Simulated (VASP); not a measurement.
# In (I4/mmm) in VASP: notebook

In is run at these levels: LDA; tasks: single point.

All numbers are computed with VASP 6.6.1; they aren't measurements. Logs are shortened: lines on timing, memory, paths and dates and some standing lists are left out, and cuts for length are marked.

**1. The cell of the first run**

The structure is tetragonal, space group I4/mmm (No. 139). Conventional cell: a = 3.151 Å, b = 3.151 Å, c = 4.948 Å, α = 90.00°, β = 90.00°, γ = 90.00°. Within 4.1 Å of In (site symmetry 4/mmm) lie 12 In at 3.15 to 3.33 Å.

**2. Single point, LDA**

Input file INCAR:

```
SYSTEM = In
PREC = Accurate
ENCUT = 520
EDIFF = 1E-6
ISMEAR = 0
SIGMA = 0.1
LREAL = .False.
LASPH = .True.
NELM = 80
ALGO = Fast
ISIF = 2
LWAVE = .False.
LCHARG = .False.
NBANDS = 12
ISYM = 0
```

Input file KPOINTS:

```
Automatic mesh
0
Gamma
  10 10 15
  0 0 0
```

Input file POSCAR:

```
In
1.0
    3.3292651161      0.0000000000      0.0000000000
    0.3476652920      3.3110625271      0.0000000000
    1.4907999121     -1.6555312635      2.2278393439
In
1
Direct
    0.0000000000      0.0000000000      0.0000000000
```

Potentials or basis: VASP PAW LDA potentials, release 64 (In_d).

Command:

```console
$ cat potpaw_LDA.64/In_d/POTCAR > POTCAR
$ mpirun -np 1 vasp_std > vasp.out
```

OUTCAR:

```text
SYSTEM = In
   PREC = Accurate
   ENCUT = 520
   EDIFF = 1E-6
   ISMEAR = 0
   LREAL = .False.
   LASPH = .True.
   NELM = 80
   ISIF = 2
   ISYM = 0

 ion  position               nearest neighbor table
   1  0.000  0.000  0.000-

IMPORTANT INFORMATION: All symmetrisations will be switched off!
NOSYMM: (Re-)initialisation of all symmetry stuff for point group C_1.

----------------------------------------------------------------------------------------

                                     Primitive cell

  volume of cell :      24.5584

  direct lattice vectors                    reciprocal lattice vectors
     3.329265116  0.000000000  0.000000000     0.300366587 -0.031538830 -0.224432700
     0.347665292  3.311062527  0.000000000     0.000000000  0.302017854  0.224432700
     1.490799912 -1.655531263  2.227839344     0.000000000  0.000000000  0.448865401

  length of vectors
     3.329265116  3.329265116  3.150640615     0.376277585  0.376277585  0.448865401

  position of ions in fractional coordinates (direct lattice)
     0.000000000  0.000000000  0.000000000

  ion indices of the primitive-cell ions
   primitive index   ion index
                 1           1

----------------------------------------------------------------------------------------

 KPOINTS: Automatic mesh

Automatic generation of k-mesh.
 Grid dimensions read from file:
 generate k-points for:   10   10   15

 Generating k-lattice:

  Cartesian coordinates                     Fractional coordinates (reciprocal lattice)
     0.030036659 -0.003153883 -0.022443270     0.100000000 -0.000000000  0.000000000
     0.000000000  0.030201785  0.022443270     0.000000000  0.100000000  0.000000000
     0.000000000  0.000000000  0.029924360     0.000000000  0.000000000  0.066666667

  Length of vectors
     0.037627759  0.037627759  0.029924360

  Shift w.r.t. Gamma in fractional coordinates (k-lattice)
     0.000000000  0.000000000  0.000000000

 -----------------------------------------------------------------------------
|                                                                             |
|           W    W    AA    RRRRR   N    N  II  N    N   GGGG   !!!           |
|           W    W   A  A   R    R  NN   N  II  NN   N  G    G  !!!           |
|           W    W  A    A  R    R  N N  N  II  N N  N  G       !!!           |
|           W WW W  AAAAAA  RRRRR   N  N N  II  N  N N  G  GGG   !            |
|           WW  WW  A    A  R   R   N   NN  II  N   NN  G    G                |
|           W    W  A    A  R    R  N    N  II  N    N   GGGG   !!!           |
|                                                                             |
|     Your reciprocal lattice and k-lattice belong to different lattice       |
|     classes:                                                                |
|                                                                             |
|        The reciprocal lattice is body-centered tetragonal,                  |
|        whereas your k-lattice is base-centered monoclinic.                  |
|                                                                             |
|     Results are often still useful ...                                      |
|                                                                             |
 -----------------------------------------------------------------------------

 WARNING: IBZKPT: internal override: KBLOWUP is changed to .FALSE.
      ... skipping the blow-up phase ...

 Subroutine IBZKPT returns following result:
 ===========================================

 Found    752 irreducible k-points:

 Following reciprocal coordinates:
            Coordinates               Weight
  0.000000  0.000000  0.000000      1.000000
  0.100000 -0.000000 -0.000000      2.000000
  0.200000 -0.000000 -0.000000      2.000000
  0.300000 -0.000000 -0.000000      2.000000
  0.400000 -0.000000 -0.000000      2.000000
  0.500000 -0.000000 -0.000000      1.000000
[... 16 lines left out ...]
 -0.400000  0.200000  0.000000      2.000000
 -0.300000  0.200000  0.000000      2.000000
 [... further k-points ...]
   k-points           NKPTS =    752   k-points in BZ     NKDIM =    752   number of bands    NBANDS=     12
   number of dos      NEDOS =    301   number of ions     NIONS =      1
   total plane-waves  NPLWV =  18816
   dimension x,y,z NGX =    28 NGY =   28 NGZ =   24
   dimension x,y,z NGXF=    56 NGYF=   56 NGZF=   48
   ions per type =               1
   NGX,Y,Z   is equivalent  to a cutoff of  13.98, 13.98, 12.66 a.u.
   NGXF,Y,Z  is equivalent  to a cutoff of  27.96, 27.96, 25.33 a.u.
 SYSTEM =  In
   PREC   = accura    normal or accurate (medium, high low for compatibility)
   ISTART =      0    job   : 0-new  1-cont  2-samecut
   ICHARG =      2    charge: 1-file 2-atom 10-const
   ISPIN  =      1    spin polarized calculation?
   LNONCOLLINEAR =      F non collinear calculations
   LSORBIT =      F    spin-orbit coupling
   LASPH  =      T    aspherical Exc in radial PAW
   ENCUT  =  520.0 eV  38.22 Ry    6.18 a.u.   6.19  6.19  5.86*2*pi/ulx,y,z
   NELM   =     80;   NELMIN=  2; NELMDL= -5     # of ELM steps
   EDIFF  = 0.1E-05   stopping-criterion for ELM
   LREAL  =      F    real-space projection
   EDIFFG = 0.1E-04   stopping-criterion for IOM
   NSW    =      0    number of steps for IOM
   IBRION =     -1    ionic relax: 0-MD 1-quasi-New 2-CG
   NFREE  =      0    steps in history (QN), initial steepest desc. (CG)
   ISIF   =      2    stress and relaxation
   ISYM   =      0    0-nonsym 1-usesym 2-fastsym
   POTIM  = 0.5000    time-step for ionic-motion
   TEBEG  =    0.0;   TEEND  =   0.0 temperature during run
   PSTRESS=    0.0 pullay stress
   NELECT =      13.0000    total number of electrons
   NUPDOWN=      -1.0000    fix difference up-down
   EMIN   =  10.00;   EMAX   =-10.00  energy-range for DOS
   EFERMI =   0.00;   METHOD = LEGACY
   ISMEAR =     0;   SIGMA  =   0.10  broadening in eV -4-tet -1-fermi 0-gaus
   EFERMI_NEDOS =   21; number of points for ismear=-14 and -15
   IALGO  =     68    algorithm
   IMIX   =      4    mixing-type and parameters
     AMIX     =   0.40;   BMIX     =  1.00
     AMIX_MAG =   1.60;   BMIX_MAG =  1.00
  volume/ion in A,a.u.               =      24.56       165.73
  Fermi-wavevector in a.u.,A,eV,Ry     =   1.324309  2.502582 23.861829  1.753795
  Thomas-Fermi vector in A             =   2.453853
   LORBIT       =      0    0 simple, 1 ext, 2 COOP (PROOUT), +10 PAW based schemes
   GGA     = CA    functional components
   LHFCALC =     F    Hartree Fock is set to
   AEXX    =    0.0000 exact exchange contribution
   IVDW    =     0    specifies the selected vdW correction
   LEPSILON=     F    determine dielectric tensor
   LRPA    =     F    only Hartree local field effects (RPA)
 non-spin polarized calculation
 RMM-DIIS sequential band-by-band and
 Gauss-broadening in eV      SIGMA  =   0.10
  energy-cutoff  :      520.00
  volume of cell :       24.56
 maximum number of plane-waves:       678
 NGX is ok and might be reduce to    28

 number of electron      12.9999998 magnetization

 Free energy of the ion-electron system (eV)
  ---------------------------------------------------
  ext. energy  EPLUGINS =         0.00000000
  ---------------------------------------------------
  free energy    TOTEN  =        -3.21728833 eV

  energy without entropy =       -3.21512347  energy(sigma->0) =       -3.21620590

 E-fermi :   7.9845     XC(G=0): -10.8308

 val. band max:        7.9823797385   @ k =  -0.1000   0.2000   0.4667
 cond. band min:       7.9952474646   @ k =  -0.3000   0.5000   0.0667
 fundamental gap:      0.0128677262
 Fermi energy:         7.9844693554

 k-point     1 :       0.0000    0.0000    0.0000
  band No.  band energies     occupation
      1      -6.7925      2.00000
      2      -6.6085      2.00000
      3      -6.6066      2.00000
      4      -6.5589      2.00000
      5      -6.3797      2.00000
      6      -2.0545      2.00000
      7      18.9637      0.00000
      8      18.9658      0.00000
      9      19.2045      0.00000
     10      19.8351      0.00000
     11      22.5748      0.00000
     12      22.7133      0.00000

 k-point     2 :       0.1000   -0.0000   -0.0000
  band No.  band energies     occupation
      1      -6.7721      2.00000
      2      -6.6137      2.00000
      3      -6.5906      2.00000
      4      -6.5499      2.00000
      5      -6.3890      2.00000
      6      -1.8232      2.00000
      7      16.5980      0.00000
      8      18.5034      0.00000
      9      18.7500      0.00000
     10      19.7167      0.00000
     11      21.9036      0.00000
     12      23.3093      0.00000

 k-point     3 :       0.2000   -0.0000   -0.0000
  band No.  band energies     occupation
      1      -6.7411      2.00000
      2      -6.6456      2.00000
      3      -6.5571      2.00000
      4      -6.4931      2.00000
      5      -6.4010      2.00000
      6      -1.1180      2.00000
      7      13.0202      0.00000
      8      17.3523      0.00000
      9      18.3587      0.00000
     10      19.7427      0.00000
     11      20.7724      0.00000
     12      24.2078      0.00000

 k-point     4 :       0.3000   -0.0000   -0.0000
  band No.  band energies     occupation
      1      -6.7367      2.00000
      2      -6.6930      2.00000
      3      -6.5548      2.00000
      4      -6.3867      2.00000
      5      -6.3753      2.00000
      6       0.0775      2.00000
      7       9.6383      0.00000
      8      16.2990      0.00000
      9      18.0532      0.00000
     10      19.7083      0.00000
     11      19.9805      0.00000
     12      23.3920      0.00000

 k-point     5 :       0.4000   -0.0000   -0.0000
  band No.  band energies     occupation
      1      -6.7540      2.00000
      2      -6.7270      2.00000
      3      -6.5772      2.00000
      4      -6.3292      2.00000
      5      -6.2871      2.00000
      6       1.7584      2.00000
      7       6.6161      2.00000
      8      15.5828      0.00000
      9      17.8937      0.00000
     10      19.5449      0.00000
     11      19.6033      0.00000
     12      22.3988      0.00000
[... 228 lines left out ...]
      1      -6.8345      2.00000
      2      -6.6691      2.00000
      3      -6.4532      2.00000
      4      -6.4349      2.00000
      5      -6.2983      2.00000
      6       1.0834      2.00000
      7       9.7077      0.00000
      8      12.0727      0.00000
      9      15.1324      0.00000
     10      17.8631      0.00000
     11      22.5377      0.00000
     12      25.3502      0.00000

 k-point    22 :       0.5000    0.2000   -0.0000
  band No.  band energies     occupation
      1      -6.8066      2.00000
      2      -6.6481      2.00000
      3      -6.4802      2.00000
      4      -6.4159      2.00000
      5      -6.2916      2.00000
      6       2.8076      2.00000
      7       6.9183      2.00000
      8      11.0246      0.00000
      9      15.4777      0.00000
     10      18.0460      0.00000
     11      25.0084      0.00000
     12      25.4390      0.00000

 k-point    23 :      -0.4000    0.2000    0.0000
  band No.  band energies     occupation
      1      -6.7768      2.00000
      2      -6.6512      2.00000
      3      -6.5026      2.00000
      4      -6.3729      2.00000
      5      -6.3259      2.00000
      6       4.0948      2.00000
      7       5.3612      2.00000
      8      10.4911      0.00000
      9      16.3093      0.00000
     10      18.5295      0.00000
     11      24.5853      0.00000
     12      24.6617      0.00000

 k-point    24 :      -0.3000    0.2000    0.0000
  band No.  band energies     occupation
      1      -6.7421      2.00000
      2      -6.6698      2.00000
      3      -6.5055      2.00000
      4      -6.3939      2.00000
      5      -6.3448      2.00000
      6       2.2462      2.00000
      7       7.7605      1.99846
      8      10.4857      0.00000
      9      17.5660      0.00000
     10      19.3579      0.00000
     11      23.8260      0.00000
     12      24.0322      0.00000

 [... further k-points ...]

------------------------ aborting loop because EDIFF is reached ----------------------------------------

  FORCE on cell =-STRESS in cart. coord.  units (eV):
  Direction    XX          YY          ZZ          XY          YZ          ZX
  --------------------------------------------------------------------------------------
  -------------------------------------------------------------------------------------
  Total       -0.0470510     -0.0593119      0.1880516      0.0582637     -0.0284179      0.0255723
  in kB       -3.0695852     -3.8694786     12.2683993      3.8010971     -1.8539695      1.6683276
  external PRESSURE =       1.7764452 kB  Pullay stress =       0.0000000 kB

 VOLUME and BASIS-vectors are now :
 -----------------------------------------------------------------------------
  energy-cutoff  :      520.00
  volume of cell :       24.56
      direct lattice vectors                 reciprocal lattice vectors
     3.329265116  0.000000000  0.000000000     0.300366587 -0.031538830 -0.224432700
     0.347665292  3.311062527  0.000000000     0.000000000  0.302017854  0.224432700
     1.490799912 -1.655531263  2.227839344     0.000000000  0.000000000  0.448865401

 POSITION                                       TOTAL-FORCE (eV/Angst)
 -----------------------------------------------------------------------------------
      0.00000      0.00000      0.00000        -0.000001     -0.000002     -0.000009
 -----------------------------------------------------------------------------------
    total drift:                               -0.000001     -0.000002     -0.000009

  FREE ENERGIE OF THE ION-ELECTRON SYSTEM (eV)
  ---------------------------------------------------
  free  energy   TOTEN  =        -3.2172883308 eV

  energy  without entropy=       -3.2151234735  energy(sigma->0) =       -3.21620590
```

Run time: 3.8 min. Hardware: 1 thread of Intel Xeon 8259CL, shared host; peak memory 0.31 GiB.

Results:

```yaml
Free_energy: -3.2173 eV
Pressure: 0.2 GPa
Band_gap_on_the_k_mesh: zero (an odd number of electrons rules out a gap without spin polarisation)
```

Stress tensor (GPa, compression positive):
```
-0.31  0.38  0.17
 0.38 -0.39 -0.19
 0.17 -0.19  1.23
```

Caveat: spin-orbit coupling is left out, which moves the levels of the heavy elements.

**3. Single point, LDA**

This run uses another cell than the first one, of the same volume but with other edges.

Input file INCAR:

```
SYSTEM = In
  PREC = Accurate
  ENCUT = 520
  EDIFF = 1E-7
  ISMEAR = 0
  SIGMA = 0.1
  LREAL = .False.
  LASPH = .True.
  NELM = 100
  ALGO = Fast
  ISIF = 2
  LWAVE = .False.
  LCHARG = .False.
  NBANDS = 12
```

Input file KPOINTS:

```
Automatic mesh
0
Gamma
  18 18 18
  0 0 0
```

Input file POSCAR:

```
In
1.0
   -1.5753203075      1.5753203075      2.4740125447
    1.5753203075     -1.5753203075      2.4740125447
    1.5753203075      1.5753203075     -2.4740125447
In
1
Direct
    0.0000000000      0.0000000000      0.0000000000
```

Potentials or basis: VASP PAW LDA potentials, release 64 (In_d).

Command:

```console
$ cat potpaw_LDA.64/In_d/POTCAR > POTCAR
$ mpirun -np 1 vasp_std > vasp.out
```

Run time: 84 s. Hardware: 1 thread of Intel Xeon 6975P-C (Granite Rapids), shared host; peak memory 0.25 GiB.

The run converged. Its results:

```
Free energy            : -3.2191 eV
Pressure               : 0.1 GPa
Band gap on the k mesh : zero (an odd number of electrons rules out a gap without spin polarisation)
```

Levels at points of the mesh, in eV from the Fermi level:
```tsv
k point	band 3	band 4	band 5	band 6	band 7	band 8	band 9	band 10
(0.00, 0.00, 0.00)	-14.57	-14.52	-14.35	-10.02	11.00	11.00	11.24	11.87
(0.50, 0.00, 0.00)	-14.55	-14.28	-14.21	-4.38	-3.63	7.36	9.88	11.45
(0.50, 0.50, 0.00)	-14.27	-14.27	-14.12	-2.03	-1.36	3.39	4.01	7.29
(0.50, 0.50, 0.50)	-14.24	-14.22	-14.22	-3.30	-3.08	5.17	5.17	8.88
```

Caveat: spin-orbit coupling is left out, which moves the levels of the heavy elements.
